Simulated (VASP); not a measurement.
A run of VASP 6.6.1:

Contents of POSCAR:

```
SiNi
1.0
    5.0981885796      0.0000000000      0.0000000000
    0.0000000000      3.3499896106      0.0000000000
    0.0000000000      0.0000000000      5.5736326834
Si Ni
4 4
Direct
    0.3214812260      0.7500000000      0.0835308431
    0.1785187740      0.2500000000      0.5835308431
    0.8214812260      0.7500000000      0.4164691569
    0.6785187740      0.2500000000      0.9164691569
    0.0077803963      0.2500000000      0.1890439441
    0.4922196037      0.7500000000      0.6890439441
    0.5077803963      0.2500000000      0.3109560559
    0.9922196037      0.7500000000      0.8109560559
```

File INCAR.step1:

```
PREC = Accurate
ENCUT = 520
ISMEAR = 0
SIGMA = 0.1
LREAL = F
LASPH = T
NELM = 100
NBANDS = 38
GGA = PE
ALGO = Normal
EDIFF = 1E-4
LWAVE = T
LCHARG = F
```

INCAR.step2

```
PREC = Accurate
ENCUT = 520
EDIFF = 1E-6
ISMEAR = 0
SIGMA = 0.1
LREAL = F
LASPH = T
NELM = 100
ALGO = Normal
ISIF = 2
LWAVE = F
LCHARG = F
METAGGA = R2SCAN
LMIXTAU = T
NBANDS = 38
ISTART = 1
```

Contents of KPOINTS:

```
Automatic mesh
0
Gamma
  8 10 6
```

Potentials or basis: VASP PAW PBE potentials, release 64 (Si, Ni).

The run is started by

```sh
$ cat potpaw_PBE.64/Si/POTCAR potpaw_PBE.64/Ni/POTCAR > POTCAR
$ cp INCAR.step1 INCAR
$ mpirun -np 1 vasp_std > vasp.out
$ cp INCAR.step2 INCAR
$ mpirun -np 1 vasp_std > vasp.out
```

Hardware: 1 thread of Intel(R) Xeon(R) 6975P-C (Granite Rapids), with other jobs on the host.

Q: Estimate the wall time of this run.

A: Run time: 9.2 min on 1 thread of Intel(R) Xeon(R) 6975P-C (Granite Rapids), on a shared host, peak memory 0.44 GiB. Counts: k points 120.
